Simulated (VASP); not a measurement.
# Pb (P6_3/mmc) in VASP: notebook

Runs on Pb. Level: revPBE. Tasks: single point.

Everything below comes from runs of VASP 6.6.1. Logs are shortened: lines on timing, memory, paths and dates and some standing lists are left out, and cuts for length are marked.

## 1. The cell of the first run

Symmetry: P6_3/mmc, No. 194, hexagonal system. The conventional cell has a = 3.589 Å, b = 3.589 Å, c = 5.884 Å, α = 90.00°, β = 90.00°, γ = 120.00°. Pb (site symmetry -6m2) has 12 Pb at 3.59 to 3.60 Å within 4.7 Å.

## 2. Single point, revPBE

Input file INCAR:

```
PREC = Accurate
ENCUT = 520
EDIFF = 1E-6
ISMEAR = -1
SIGMA = 0.1
LREAL = False
LASPH = True
NELM = 100
ALGO = Normal
ISIF = 2
LWAVE = False
LCHARG = False
GGA = RE
NBANDS = 21
```

Input file KPOINTS:

```
regular mesh
0
Gamma
  10 10 6
```

Input file POSCAR:

```
Pb
1.0
    3.5887076659      0.0000000000      0.0000000000
   -1.7943538330      3.1079120054      0.0000000000
    0.0000000000      0.0000000000      5.8835305524
Pb
2
Direct
    0.3333333333      0.6666666667      0.2500000000
    0.6666666667      0.3333333333      0.7500000000
```

Potentials or basis: VASP PAW PBE potentials, release 64 (Pb_d).

Command:

```console
> cat potpaw_PBE.64/Pb_d/POTCAR > POTCAR
> mpirun -np 1 vasp_std > vasp.out
```

OUTCAR:

```text
PREC = Accurate
   ENCUT = 520
   EDIFF = 1E-6
   ISMEAR = -1
   LREAL = False
   LASPH = True
   NELM = 100
   ISIF = 2
   GGA = RE

 ion  position               nearest neighbor table
   1  0.333  0.667  0.250-   2 3.60   2 3.60   2 3.60   2 3.60   2 3.60   2 3.60
   2  0.667  0.333  0.750-   1 3.60   1 3.60   1 3.60   1 3.60   1 3.60   1 3.60

  LATTYP: Found a hexagonal cell.
 ALAT       =     3.5887076659
 C/A-ratio  =     1.6394566234

  Lattice vectors:

 A1 = (   3.5887076659,   0.0000000000,   0.0000000000)
 A2 = (  -1.7943538330,   3.1079120054,   0.0000000000)
 A3 = (   0.0000000000,   0.0000000000,   5.8835305524)

Analysis of symmetry for initial positions (statically):
=====================================================================
 Subroutine PRICEL returns:
 Original cell was already a primitive cell.

 Routine SETGRP: Setting up the symmetry group for a
 hexagonal supercell.

 Subroutine GETGRP returns: Found 24 space group operations
 (whereof 12 operations were pure point group operations)
 out of a pool of 24 trial point group operations.

The static configuration has the point symmetry D_3d.
 The point group associated with its full space group is D_6h.

Analysis of symmetry for dynamics (positions and initial velocities):
=====================================================================
 Subroutine PRICEL returns:
 Original cell was already a primitive cell.

 Routine SETGRP: Setting up the symmetry group for a
 hexagonal supercell.

 Subroutine GETGRP returns: Found 24 space group operations
 (whereof 12 operations were pure point group operations)
 out of a pool of 24 trial point group operations.

The dynamic configuration has the point symmetry D_3d.
 The point group associated with its full space group is D_6h.

 Subroutine INISYM returns: Found 24 space group operations
 (whereof 12 operations are pure point group operations),
 and found     1 'primitive' translations

----------------------------------------------------------------------------------------

                                     Primitive cell

  volume of cell :      65.6213

  direct lattice vectors                    reciprocal lattice vectors
     3.588707666  0.000000000  0.000000000     0.278651842  0.160879716  0.000000000
    -1.794353833  3.107912005  0.000000000     0.000000000  0.321759431  0.000000000
[... 74 lines left out ...]
   NGXF,Y,Z  is equivalent  to a cutoff of  25.94, 25.94, 27.13 a.u.
 SYSTEM =  unknown system
   PREC   = accura    normal or accurate (medium, high low for compatibility)
   ISTART =      0    job   : 0-new  1-cont  2-samecut
   ICHARG =      2    charge: 1-file 2-atom 10-const
   ISPIN  =      1    spin polarized calculation?
   LNONCOLLINEAR =      F non collinear calculations
   LSORBIT =      F    spin-orbit coupling
   LASPH  =      T    aspherical Exc in radial PAW
   ENCUT  =  520.0 eV  38.22 Ry    6.18 a.u.   6.67  6.67 10.94*2*pi/ulx,y,z
   NELM   =    100;   NELMIN=  2; NELMDL= -5     # of ELM steps
   EDIFF  = 0.1E-05   stopping-criterion for ELM
   LREAL  =      F    real-space projection
   EDIFFG = 0.1E-04   stopping-criterion for IOM
   NSW    =      0    number of steps for IOM
   IBRION =     -1    ionic relax: 0-MD 1-quasi-New 2-CG
   NFREE  =      0    steps in history (QN), initial steepest desc. (CG)
   ISIF   =      2    stress and relaxation
   ISYM   =      2    0-nonsym 1-usesym 2-fastsym
   POTIM  = 0.5000    time-step for ionic-motion
   TEBEG  =    0.0;   TEEND  =   0.0 temperature during run
   PSTRESS=    0.0 pullay stress
   NELECT =      28.0000    total number of electrons
   NUPDOWN=      -1.0000    fix difference up-down
   EMIN   =  10.00;   EMAX   =-10.00  energy-range for DOS
   EFERMI =   0.00;   METHOD = LEGACY
   ISMEAR =    -1;   SIGMA  =   0.10  broadening in eV -4-tet -1-fermi 0-gaus
   EFERMI_NEDOS =   21; number of points for ismear=-14 and -15
   IALGO  =     38    algorithm
   IMIX   =      4    mixing-type and parameters
     AMIX     =   0.40;   BMIX     =  1.00
     AMIX_MAG =   1.60;   BMIX_MAG =  1.00
  volume/ion in A,a.u.               =      32.81       221.42
  Fermi-wavevector in a.u.,A,eV,Ry     =   1.232478  2.329046 20.667283  1.519002
  Thomas-Fermi vector in A             =   2.367247
   LORBIT       =      0    0 simple, 1 ext, 2 COOP (PROOUT), +10 PAW based schemes
   GGA     = RE    functional components
   LHFCALC =     F    Hartree Fock is set to
   AEXX    =    0.0000 exact exchange contribution
   IVDW    =     0    specifies the selected vdW correction
   LEPSILON=     F    determine dielectric tensor
   LRPA    =     F    only Hartree local field effects (RPA)
 non-spin polarized calculation
  energy-cutoff  :      520.00
  volume of cell :       65.62
 maximum number of plane-waves:      1792
 NGX is ok and might be reduce to    28
   NGX = 13   NGY = 13   NGZ = 21

 number of electron      28.0000000 magnetization

 Free energy of the ion-electron system (eV)
  ---------------------------------------------------
  ext. energy  EPLUGINS =         0.00000000
  ---------------------------------------------------
  free energy    TOTEN  =        -6.47532583 eV

  energy without entropy =       -6.42863622  energy(sigma->0) =       -6.45198103

 E-fermi :   6.4934     XC(G=0):  -9.7405

 val. band max:        6.4658824296   @ k =   0.2000   0.1000   0.0000
 cond. band min:       6.5227788377   @ k =   0.3000   0.2000   0.1667
 fundamental gap:      0.0568964081
 Fermi energy:         6.4933981948

 k-point     1 :       0.0000    0.0000    0.0000
  band No.  band energies     occupation
      1     -10.5736      2.00000
      2     -10.5621      2.00000
      3     -10.5385      2.00000
      4     -10.5385      2.00000
      5     -10.5231      2.00000
      6     -10.5231      2.00000
[... 565 lines left out ...]
     20      13.9241      0.00000
     21      16.7052      0.00000

 [... further k-points ...]
[... 5 lines left out ...]
  --------------------------------------------------------------------------------------
  -------------------------------------------------------------------------------------
  Total       -0.0318822     -0.0318822     -0.0174441      0.0000000      0.0000000     -0.0000000
  in kB       -0.7784196     -0.7784196     -0.4259059      0.0000000      0.0000000     -0.0000000
  external PRESSURE =      -0.6609150 kB  Pullay stress =       0.0000000 kB

 VOLUME and BASIS-vectors are now :
 -----------------------------------------------------------------------------
  energy-cutoff  :      520.00
  volume of cell :       65.62
      direct lattice vectors                 reciprocal lattice vectors
     3.588707666  0.000000000  0.000000000     0.278651842  0.160879716  0.000000000
    -1.794353833  3.107912005  0.000000000     0.000000000  0.321759431  0.000000000
     0.000000000  0.000000000  5.883530552     0.000000000  0.000000000  0.169965974

 POSITION                                       TOTAL-FORCE (eV/Angst)
 -----------------------------------------------------------------------------------
     -0.00000      2.07194      1.47088        -0.000000      0.000000      0.000000
      1.79435      1.03597      4.41265         0.000000      0.000000      0.000000
 -----------------------------------------------------------------------------------
    total drift:                               -0.000000      0.000000      0.000000

  FREE ENERGIE OF THE ION-ELECTRON SYSTEM (eV)
  ---------------------------------------------------
  free  energy   TOTEN  =        -6.4753258288 eV

  energy  without entropy=       -6.4286362224  energy(sigma->0) =       -6.45198103
```

stdout:

```text
POSCAR found type information on POSCAR Pb
 POSCAR found :  1 types and       2 ions
 scaLAPACK will be used
 -----------------------------------------------------------------------------
|                                                                             |
|                                                                             |
|     You enforced a specific xc type in the INCAR file but a different       |
|     I HOPE YOU KNOW WHAT YOU ARE DOING!                                     |
|                                                                             |
 -----------------------------------------------------------------------------

 LDA part: xc-table for (Slater+PW92), standard interpolation
 POSCAR, INCAR and KPOINTS ok, starting setup
 FFT: planning ... GRIDC
 FFT: planning ... GRID_SOFT
 FFT: planning ... GRID
 WAVECAR not read
 entering main loop
```

Run time: 43 s. Hardware: 1 thread of Intel Xeon Platinum 8259CL at 2.50GHz (Skylake/Cascade Lake), shared host; peak memory 0.21 GiB.

What came out:

* Free energy: -6.4753 eV
* Pressure: -0.1 GPa
* Band gap on the k mesh: zero (band 14 reaches 11.81 eV, above the bottom of band 15 at 5.20 eV)

Caveat: the PAW data sets were made with another functional, which shifts forces and pressure a little; spin-orbit coupling is left out, which moves the levels of the heavy elements.

## 3. Single point, revPBE (volume scaled by 0.88)

Input file INCAR:

```
  PREC = Accurate
  ENCUT = 520
  EDIFF = 1E-6
  ISMEAR = -1
  SIGMA = 0.1
  LREAL = F
  LASPH = T
  NELM = 60
  ALGO = Normal
  ISIF = 2
  LWAVE = F
  LCHARG = T
  GGA = RE
  LELF = T
  LVHAR = T
  NBANDS = 21
```

Input file KPOINTS:

```
regular mesh
0
Gamma
  11 11 6
```

Input file POSCAR:

```
Pb
1.0
    3.4390010343      0.0000000000      0.0000000000
   -1.7195005172      2.9782622593      0.0000000000
    0.0000000000      0.0000000000      5.6380930237
Pb
2
Direct
    0.3333333333      0.6666666667      0.2500000000
    0.6666666667      0.3333333333      0.7500000000
```

Potentials or basis: VASP PAW PBE potentials, release 64 (Pb_d).

Command:

```console
> cat potpaw_PBE.64/Pb_d/POTCAR > POTCAR
> mpirun -np 1 vasp_std > vasp.out
```

Run time: 49 s. Hardware: 1 thread of Intel Xeon Platinum 8259CL at 2.50GHz (Skylake/Cascade Lake), shared host; peak memory 0.21 GiB.

Results (log left out):

```
Free energy            : -6.3556 eV
Pressure               : 5.9 GPa
Band gap on the k mesh : zero (band 14 reaches 13.95 eV, above the bottom of band 15 at 6.20 eV)
```

Stress tensor (GPa, compression positive):
```
5.79 0.00 0.00
0.00 5.79 0.00
0.00 0.00 6.23
```

Levels at points of the mesh, in eV from the Fermi level:
| k point | band 12 | band 13 | band 14 | band 15 | band 16 | band 17 |
| --- | --- | --- | --- | --- | --- | --- |
| (0.00, 0.00, 0.00) | -8.15 | -4.41 | 5.96 | 5.96 | 7.83 | 7.83 |
| (0.00, 0.00, 0.50) | -10.78 | 0.84 | 0.84 | 6.85 | 6.85 | 6.85 |

Caveat: the PAW data sets were made with another functional, which shifts forces and pressure a little; spin-orbit coupling is left out, which moves the levels of the heavy elements.

## 4. Single point, revPBE (volume scaled by 0.92)

Input file INCAR:

```
  ALGO = Normal
  EDIFF = 1E-7
  ENCUT = 520
  GGA = RE
  ISIF = 2
  ISMEAR = -1
  LASPH = True
  LCHARG = False
  LREAL = False
  LWAVE = False
  NBANDS = 21
  NELM = 80
  PREC = Accurate
  SIGMA = 0.1
```

Input file KPOINTS:

```
k-points
0
Gamma
  11 11 6
```

Input file POSCAR:

```
Pb
1.0
    3.4903369764      0.0000000000      0.0000000000
   -1.7451684882      3.0227204893      0.0000000000
    0.0000000000      0.0000000000      5.7222560740
Pb
2
Direct
    0.3333333333      0.6666666667      0.2500000000
    0.6666666667      0.3333333333      0.7500000000
```

Command:

```console
> cat potpaw_PBE.64/Pb_d/POTCAR > POTCAR
> mpirun -np 1 vasp_std > vasp.out
```

It took 62 s on 1 thread of Intel Xeon Platinum 8259CL at 2.50GHz (Skylake/Cascade Lake), shared host; peak memory 0.21 GiB.

It converged, with:

```yaml
Free_energy: -6.4325 eV
Pressure: 3.4 GPa
Band_gap_on_the_k_mesh: zero (band 14 reaches 13.18 eV, above the bottom of band 15 at 5.80 eV)
```

Stress tensor (GPa, compression positive):
```
3.27 0.00 0.00
0.00 3.27 0.00
0.00 0.00 3.58
```

Levels at points of the mesh, in eV from the Fermi level:
```
           k point  band 12  band 13  band 14  band 15  band 16  band 17
(0.00, 0.00, 0.00)    -8.11    -4.18     5.70     5.70     7.47     7.47
(0.00, 0.00, 0.50)   -10.54     0.76     0.76     6.54     6.54     6.54
```

Caveat: the PAW data sets were made with another functional, which shifts forces and pressure a little; spin-orbit coupling is left out, which moves the levels of the heavy elements.

## 5. Single point, revPBE (volume scaled by 0.96)

Input file INCAR:

```
SYSTEM = Pb
PREC = Accurate
ENCUT = 520
EDIFF = 1E-6
ISMEAR = -1
SIGMA = 0.1
LREAL = .FALSE.
LASPH = .TRUE.
NELM = 60
ALGO = Normal
ISIF = 2
LWAVE = .FALSE.
LCHARG = .TRUE.
GGA = RE
LELF = .TRUE.
LVHAR = .TRUE.
NBANDS = 21
```

Input file KPOINTS:

```
Automatic mesh
0
G
  11 11 6
  0 0 0
```

Input file POSCAR:

```
Pb
1.0
    3.5402056708      0.0000000000      0.0000000000
   -1.7701028354      3.0659080455      0.0000000000
    0.0000000000      0.0000000000      5.8040136352
Pb
2
Direct
    0.3333333333      0.6666666667      0.2500000000
    0.6666666667      0.3333333333      0.7500000000
```

Command:

```console
> cat potpaw_PBE.64/Pb_d/POTCAR > POTCAR
> mpirun -np 1 vasp_std > vasp.out
```

It took 48 s on 1 thread of Intel Xeon Platinum 8259CL at 2.50GHz (Skylake/Cascade Lake), shared host; peak memory 0.22 GiB.

The run converged. Its results:

- Free energy: -6.4718 eV
- Pressure: 1.4 GPa
- Band gap on the k mesh: zero (band 14 reaches 12.47 eV, above the bottom of band 15 at 5.42 eV)

Stress tensor (GPa, compression positive):
```
1.30 0.00 0.00
0.00 1.30 0.00
0.00 0.00 1.50
```

Levels at points of the mesh, in eV from the Fermi level:
| k point | band 10 | band 11 | band 12 | band 13 | band 14 | band 15 | band 16 | band 17 | band 18 | band 19 |
| --- | --- | --- | --- | --- | --- | --- | --- | --- | --- | --- |
| (0.00, 0.00, 0.00) | -16.83 | -11.46 | -8.08 | -3.98 | 5.45 | 5.45 | 7.14 | 7.14 | 7.23 | 8.59 |
| (0.00, 0.00, 0.50) | -16.89 | -10.32 | -10.32 | 0.69 | 0.69 | 6.26 | 6.26 | 6.26 | 6.26 | 9.20 |

Caveat: the PAW data sets were made with another functional, which shifts forces and pressure a little; spin-orbit coupling is left out, which moves the levels of the heavy elements.

## 6. Single point, revPBE

Input file INCAR:

```
PREC = Accurate
ENCUT = 520
EDIFF = 1E-7
ISMEAR = -1
SIGMA = 0.1
LREAL = False
LASPH = True
NELM = 80
ALGO = Normal
ISIF = 2
LWAVE = False
LCHARG = False
GGA = RE
NBANDS = 21
```

Input file KPOINTS:

```
Automatic mesh
0
Gamma
  11 11 6
```

Input file POSCAR:

```
Pb
1.0
    3.5887076659      0.0000000000      0.0000000000
   -1.7943538330      3.1079120054      0.0000000000
    0.0000000000      0.0000000000      5.8835305524
Pb
2
Direct
    0.3333333333      0.6666666667      0.2500000000
    0.6666666667      0.3333333333      0.7500000000
```

Potentials or basis: VASP PAW PBE potentials, release 64 (Pb_d).

Command:

```console
> cat potpaw_PBE.64/Pb_d/POTCAR > POTCAR
> mpirun -np 1 vasp_std > vasp.out
```

Wall time 54 s (1 thread of Intel Xeon Platinum 8259CL at 2.50GHz (Skylake/Cascade Lake), shared host); peak memory 0.22 GiB.

The run converged. Its results:

| Item | Value |
| --- | --- |
| Free energy | -6.4817 eV |
| Pressure | -0.2 GPa |
| Band gap on the k mesh | zero (band 14 reaches 11.81 eV, above the bottom of band 15 at 5.08 eV) |

Stress tensor (GPa, compression positive):
```
-0.28  0.00  0.00
 0.00 -0.28  0.00
 0.00  0.00 -0.17
```

Levels at points of the mesh, in eV from the Fermi level:
| k point | band 12 | band 13 | band 14 | band 15 | band 16 | band 17 |
| --- | --- | --- | --- | --- | --- | --- |
| (0.00, 0.00, 0.00) | -8.05 | -3.80 | 5.22 | 5.22 | 6.82 | 6.82 |
| (0.00, 0.00, 0.50) | -10.12 | 0.62 | 0.62 | 5.99 | 5.99 | 5.99 |

Caveat: the PAW data sets were made with another functional, which shifts forces and pressure a little; spin-orbit coupling is left out, which moves the levels of the heavy elements.

## 7. The runs side by side

```tsv
cell	k mesh	gap on the mesh (eV)	pressure (GPa)
a = 3.589, b = 3.589, c = 5.884 Å, angles 90.0, 90.0, 120.0°, 2 atoms	10 × 10 × 6	none	-0.1
a = 3.439, b = 3.439, c = 5.638 Å, angles 90.0, 90.0, 120.0°, 2 atoms	11 × 11 × 6	none	5.9
a = 3.490, b = 3.490, c = 5.722 Å, angles 90.0, 90.0, 120.0°, 2 atoms	11 × 11 × 6	none	3.4
a = 3.540, b = 3.540, c = 5.804 Å, angles 90.0, 90.0, 120.0°, 2 atoms	11 × 11 × 6	none	1.4
a = 3.589, b = 3.589, c = 5.884 Å, angles 90.0, 90.0, 120.0°, 2 atoms	11 × 11 × 6	none	-0.2
```

Alike in all rows: task single point; level revPBE; potentials or basis VASP PAW PBE potentials, release 64 (Pb_d); no spin polarisation; cutoff (eV) 520; smearing fermi-dirac 0.1 eV.

Caveats: the PAW data sets were made with another functional, which shifts forces and pressure a little; spin-orbit coupling is left out, which moves the levels of the heavy elements.

Total energies depend on the potentials used, so only differences within one code and one set of settings carry meaning.
